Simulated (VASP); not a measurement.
# Cl (P6_3/mmc) in VASP: further runs

Cl is run at these levels: PBEsol; tasks: single point, relaxation of shape and atoms at fixed volume.

Program: VASP 6.6.1. These are calculated values, not measurements. Logs are shortened: lines on timing, memory, paths and dates and some standing lists are left out, and cuts for length are marked.

## Step 1: The cell of the first run

Symmetry: P6_3/mmc, No. 194, hexagonal system. Conventional cell: a = 3.486 Å, b = 3.486 Å, c = 3.908 Å, α = 90.00°, β = 90.00°, γ = 120.00°. Cl (site symmetry -6m2) has 12 Cl at 2.81 to 3.49 Å within 3.7 Å.

## Step 2: Single point, PBEsol

File INCAR:

```
SYSTEM = Cl
  ALGO = Normal
  EDIFF = 1E-6
  ENCUT = 520
  GGA = PS
  ISIF = 2
  ISMEAR = -1
  LASPH = .TRUE.
  LCHARG = .TRUE.
  LELF = .TRUE.
  LREAL = .FALSE.
  LVHAR = .TRUE.
  LWAVE = .FALSE.
  NBANDS = 14
  NELM = 100
  PREC = Accurate
  SIGMA = 0.08
```

File KPOINTS:

```
k-points
0
G
  15 15 8
  0 0 0
```

File POSCAR:

```
Cl
1.0
    3.4861006329      0.0000000000      0.0000000000
   -1.7430503164      3.0190517083      0.0000000000
    0.0000000000      0.0000000000      3.9082983688
Cl
2
Direct
    0.3333333333      0.6666666667      0.2500000000
    0.6666666667      0.3333333333      0.7500000000
```

Potentials or basis: VASP PAW PBE potentials, release 64 (Cl).

Command:

```
> cat potpaw_PBE.64/Cl/POTCAR > POTCAR
> mpirun -np 1 vasp_std > vasp.out
```

OUTCAR:

```text
SYSTEM = Cl
   EDIFF = 1E-6
   ENCUT = 520
   GGA = PS
   ISIF = 2
   ISMEAR = -1
   LASPH = .TRUE.
   LREAL = .FALSE.
   NELM = 100
   PREC = Accurate

 ion  position               nearest neighbor table
   1  0.333  0.667  0.250-
   2  0.667  0.333  0.750-

  LATTYP: Found a hexagonal cell.
 ALAT       =     3.4861006329
 C/A-ratio  =     1.1211088779

  Lattice vectors:

 A1 = (   3.4861006329,   0.0000000000,   0.0000000000)
 A2 = (  -1.7430503164,   3.0190517083,   0.0000000000)
 A3 = (   0.0000000000,   0.0000000000,   3.9082983688)

Analysis of symmetry for initial positions (statically):
=====================================================================
 Subroutine PRICEL returns:
 Original cell was already a primitive cell.

 Routine SETGRP: Setting up the symmetry group for a
 hexagonal supercell.

 Subroutine GETGRP returns: Found 24 space group operations
 (whereof 12 operations were pure point group operations)
 out of a pool of 24 trial point group operations.

The static configuration has the point symmetry D_3d.
 The point group associated with its full space group is D_6h.

Analysis of symmetry for dynamics (positions and initial velocities):
=====================================================================
 Subroutine PRICEL returns:
 Original cell was already a primitive cell.

 Routine SETGRP: Setting up the symmetry group for a
 hexagonal supercell.

 Subroutine GETGRP returns: Found 24 space group operations
 (whereof 12 operations were pure point group operations)
 out of a pool of 24 trial point group operations.

The dynamic configuration has the point symmetry D_3d.
 The point group associated with its full space group is D_6h.

 Subroutine INISYM returns: Found 24 space group operations
 (whereof 12 operations are pure point group operations),
 and found     1 'primitive' translations

----------------------------------------------------------------------------------------

                                     Primitive cell

  volume of cell :      41.1337

  direct lattice vectors                    reciprocal lattice vectors
     3.486100633  0.000000000  0.000000000     0.286853452  0.165614918  0.000000000
    -1.743050316  3.019051708  0.000000000     0.000000000  0.331229835  0.000000000
     0.000000000  0.000000000  3.908298369     0.000000000  0.000000000  0.255865828

  length of vectors
     3.486100633  3.486100633  3.908298369     0.331229835  0.331229835  0.255865828

  position of ions in fractional coordinates (direct lattice)
     0.333333333  0.666666667  0.250000000
     0.666666667  0.333333333  0.750000000

  ion indices of the primitive-cell ions
   primitive index   ion index
                 1           1
                 2           2

----------------------------------------------------------------------------------------

 KPOINTS: k-points

Automatic generation of k-mesh.
 Grid dimensions read from file:
 generate k-points for:   15   15    8

 Generating k-lattice:

  Cartesian coordinates                     Fractional coordinates (reciprocal lattice)
     0.019123563  0.011040995  0.000000000     0.066666667  0.000000000  0.000000000
     0.000000000  0.022081989  0.000000000     0.000000000  0.066666667  0.000000000
     0.000000000  0.000000000  0.031983229     0.000000000  0.000000000  0.125000000

  Length of vectors
     0.022081989  0.022081989  0.031983229

  Shift w.r.t. Gamma in fractional coordinates (k-lattice)
     0.000000000  0.000000000  0.000000000

 Subroutine IBZKPT returns following result:
 ===========================================

 Found    135 irreducible k-points:

 Following reciprocal coordinates:
            Coordinates               Weight
  0.000000  0.000000  0.000000      1.000000
  0.066667  0.000000  0.000000      6.000000
  0.133333  0.000000  0.000000      6.000000
  0.200000  0.000000  0.000000      6.000000
  0.266667  0.000000  0.000000      6.000000
  0.333333  0.000000  0.000000      6.000000
[... 16 lines left out ...]
  0.333333  0.200000  0.000000     12.000000
  0.400000  0.200000  0.000000      6.000000
 [... further k-points ...]
   k-points           NKPTS =    135   k-points in BZ     NKDIM =    135   number of bands    NBANDS=     14
   number of dos      NEDOS =    301   number of ions     NIONS =      2
   total plane-waves  NPLWV =  23520
   dimension x,y,z NGX =    28 NGY =   28 NGZ =   30
   dimension x,y,z NGXF=    56 NGYF=   56 NGZF=   60
   ions per type =               2
   NGX,Y,Z   is equivalent  to a cutoff of  13.35, 13.35, 12.76 a.u.
   NGXF,Y,Z  is equivalent  to a cutoff of  26.71, 26.71, 25.52 a.u.
 SYSTEM =  Cl
   PREC   = accura    normal or accurate (medium, high low for compatibility)
   ISTART =      0    job   : 0-new  1-cont  2-samecut
   ICHARG =      2    charge: 1-file 2-atom 10-const
   ISPIN  =      1    spin polarized calculation?
   LNONCOLLINEAR =      F non collinear calculations
   LSORBIT =      F    spin-orbit coupling
   LASPH  =      T    aspherical Exc in radial PAW
   ENCUT  =  520.0 eV  38.22 Ry    6.18 a.u.   6.48  6.48  7.27*2*pi/ulx,y,z
   NELM   =    100;   NELMIN=  2; NELMDL= -5     # of ELM steps
   EDIFF  = 0.1E-05   stopping-criterion for ELM
   LREAL  =      F    real-space projection
   EDIFFG = 0.1E-04   stopping-criterion for IOM
   NSW    =      0    number of steps for IOM
   IBRION =     -1    ionic relax: 0-MD 1-quasi-New 2-CG
   NFREE  =      0    steps in history (QN), initial steepest desc. (CG)
   ISIF   =      2    stress and relaxation
   ISYM   =      2    0-nonsym 1-usesym 2-fastsym
   POTIM  = 0.5000    time-step for ionic-motion
   TEBEG  =    0.0;   TEEND  =   0.0 temperature during run
   PSTRESS=    0.0 pullay stress
   NELECT =      14.0000    total number of electrons
   NUPDOWN=      -1.0000    fix difference up-down
   EMIN   =  10.00;   EMAX   =-10.00  energy-range for DOS
   EFERMI =   0.00;   METHOD = LEGACY
   ISMEAR =    -1;   SIGMA  =   0.08  broadening in eV -4-tet -1-fermi 0-gaus
   EFERMI_NEDOS =   21; number of points for ismear=-14 and -15
   IALGO  =     38    algorithm
   IMIX   =      4    mixing-type and parameters
     AMIX     =   0.40;   BMIX     =  1.00
     AMIX_MAG =   1.60;   BMIX_MAG =  1.00
  volume/ion in A,a.u.               =      20.57       138.79
  Fermi-wavevector in a.u.,A,eV,Ry     =   1.143014  2.159983 17.775745  1.306480
  Thomas-Fermi vector in A             =   2.279710
   LORBIT       =      0    0 simple, 1 ext, 2 COOP (PROOUT), +10 PAW based schemes
   GGA     = PS    functional components
   LHFCALC =     F    Hartree Fock is set to
   AEXX    =    0.0000 exact exchange contribution
   IVDW    =     0    specifies the selected vdW correction
   LEPSILON=     F    determine dielectric tensor
   LRPA    =     F    only Hartree local field effects (RPA)
 non-spin polarized calculation
  energy-cutoff  :      520.00
  volume of cell :       41.13
 maximum number of plane-waves:      1131
 NGX is ok and might be reduce to    28
   NGX = 13   NGY = 13   NGZ = 15

 number of electron      13.9999999 magnetization

 Free energy of the ion-electron system (eV)
  ---------------------------------------------------
  ext. energy  EPLUGINS =         0.00000000
  ---------------------------------------------------
  free energy    TOTEN  =        -2.73829614 eV

  energy without entropy =       -2.68440769  energy(sigma->0) =       -2.71135191

 E-fermi :   2.5529     XC(G=0):  -9.8356

 val. band max:        2.5502393283   @ k =   0.2667   0.0667   0.1250
 cond. band min:       2.5651612346   @ k =   0.1333   0.0000   0.3750
 fundamental gap:      0.0149219063
 Fermi energy:         2.5528753945

 k-point     1 :       0.0000    0.0000    0.0000
  band No.  band energies     occupation
      1     -13.7179      2.00000
      2     -10.1861      2.00000
      3      -2.1265      2.00000
      4       0.3748      2.00000
      5       0.3748      2.00000
      6       2.3809      1.79121
      7       2.3809      1.79121
      8       3.6090      0.00000
      9       9.5882      0.00000
     10      11.1408      0.00000
     11      14.4896      0.00000
     12      14.4896      0.00000
     13      16.0450      0.00000
     14      16.0450      0.00000

 k-point     2 :       0.0667    0.0000    0.0000
  band No.  band energies     occupation
      1     -13.6793      2.00000
      2     -10.2071      2.00000
      3      -2.0822      2.00000
      4       0.2696      2.00000
      5       0.3079      2.00000
      6       2.2845      1.93248
      7       2.4244      1.66560
      8       3.5312      0.00001
      9       9.7354      0.00000
     10      11.3231      0.00000
     11      14.1884      0.00000
     12      14.5874      0.00000
     13      15.9064      0.00000
     14      15.9989      0.00000

 k-point     3 :       0.1333    0.0000    0.0000
  band No.  band energies     occupation
      1     -13.5654      2.00000
      2     -10.2721      2.00000
      3      -1.9505      2.00000
      4      -0.0137      2.00000
      5       0.1364      2.00000
      6       2.0338      1.99696
      7       2.5290      1.14788
      8       3.3068      0.00016
      9      10.1144      0.00000
     10      11.7508      0.00000
     11      13.6970      0.00000
     12      14.8872      0.00000
     13      15.5695      0.00000
     14      15.7812      0.00000

 k-point     4 :       0.2000    0.0000    0.0000
  band No.  band energies     occupation
      1     -13.3818      2.00000
      2     -10.3856      2.00000
      3      -1.7367      2.00000
      4      -0.3975      2.00000
      5      -0.0828      2.00000
      6       1.7091      1.99995
      7       2.6471      0.47087
      8       2.9604      0.01219
      9      10.4673      0.00000
     10      12.1586      0.00000
     11      13.6470      0.00000
     12      15.1680      0.00000
     13      15.3228      0.00000
     14      15.4008      0.00000

 k-point     5 :       0.2667    0.0000    0.0000
  band No.  band energies     occupation
      1     -13.1398      2.00000
      2     -10.5509      2.00000
      3      -1.4504      2.00000
      4      -0.7956      2.00000
      5      -0.3015      2.00000
      6       1.3827      2.00000
      7       2.5272      1.15888
      8       2.7465      0.16324
      9      10.3923      0.00000
     10      12.7608      0.00000
     11      14.0179      0.00000
[... 276 lines left out ...]
 k-point    22 :       0.2667    0.2000    0.0000
  band No.  band energies     occupation
      1     -12.5075      2.00000
      2     -11.0361      2.00000
      3      -1.6868      2.00000
      4      -0.6714      2.00000
      5      -0.4211      2.00000
      6       1.0002      2.00000
      7       1.5146      2.00000
      8       2.5374      1.09672
      9      11.2388      0.00000
     10      12.3965      0.00000
     11      12.4507      0.00000
     12      14.9831      0.00000
     13      16.7562      0.00000
     14      17.8958      0.00000

 k-point    23 :       0.3333    0.2000    0.0000
  band No.  band energies     occupation
      1     -12.2406      2.00000
      2     -11.2670      2.00000
      3      -1.9230      2.00000
      4      -0.3255      2.00000
      5      -0.3046      2.00000
      6       0.7594      2.00000
      7       1.1139      2.00000
      8       2.5137      1.24033
      9      11.0069      0.00000
     10      12.0745      0.00000
     11      13.3374      0.00000
     12      14.7567      0.00000
     13      16.8500      0.00000
     14      18.2817      0.00000

 k-point    24 :       0.4000    0.2000    0.0000
  band No.  band energies     occupation
      1     -12.1048      2.00000
      2     -11.3902      2.00000
      3      -2.0052      2.00000
      4      -0.2374      2.00000
      5      -0.1449      2.00000
      6       0.6476      2.00000
      7       0.9144      2.00000
      8       2.5057      1.28660
      9      10.9266      0.00000
     10      11.9657      0.00000
     11      14.1538      0.00000
     12      14.1794      0.00000
     13      16.8694      0.00000
     14      18.3496      0.00000

 [... further k-points ...]
[... 5 lines left out ...]
  --------------------------------------------------------------------------------------
  -------------------------------------------------------------------------------------
  Total       -0.0125000     -0.0125000     -0.0110073     -0.0000000      0.0000000      0.0000000
  in kB       -0.4868794     -0.4868794     -0.4287390     -0.0000000      0.0000000      0.0000000
  external PRESSURE =      -0.4674993 kB  Pullay stress =       0.0000000 kB

 VOLUME and BASIS-vectors are now :
 -----------------------------------------------------------------------------
  energy-cutoff  :      520.00
  volume of cell :       41.13
      direct lattice vectors                 reciprocal lattice vectors
     3.486100633  0.000000000  0.000000000     0.286853452  0.165614918  0.000000000
    -1.743050316  3.019051708  0.000000000     0.000000000  0.331229835  0.000000000
     0.000000000  0.000000000  3.908298369     0.000000000  0.000000000  0.255865828

 POSITION                                       TOTAL-FORCE (eV/Angst)
 -----------------------------------------------------------------------------------
     -0.00000      2.01270      0.97707        -0.000000      0.000000      0.000000
      1.74305      1.00635      2.93122         0.000000     -0.000000      0.000000
 -----------------------------------------------------------------------------------
    total drift:                               -0.000000      0.000000     -0.000000

  FREE ENERGIE OF THE ION-ELECTRON SYSTEM (eV)
  ---------------------------------------------------
  free  energy   TOTEN  =        -2.7382961394 eV

  energy  without entropy=       -2.6844076902  energy(sigma->0) =       -2.71135191
```

Wall time 57 s (1 thread of Intel Xeon Platinum 8175M at 2.50GHz (Skylake/Cascade Lake), shared host); peak memory 0.19 GiB.

Results:

```yaml
Free_energy: -2.7383 eV
Pressure: 0.0 GPa
Band_gap_on_the_k_mesh: zero (bands 7 and 8 overlap by 2.09 eV)
```

Caveat: the PAW data sets were made with another functional, which shifts forces and pressure a little.

(Continued in part 2 of 2.)
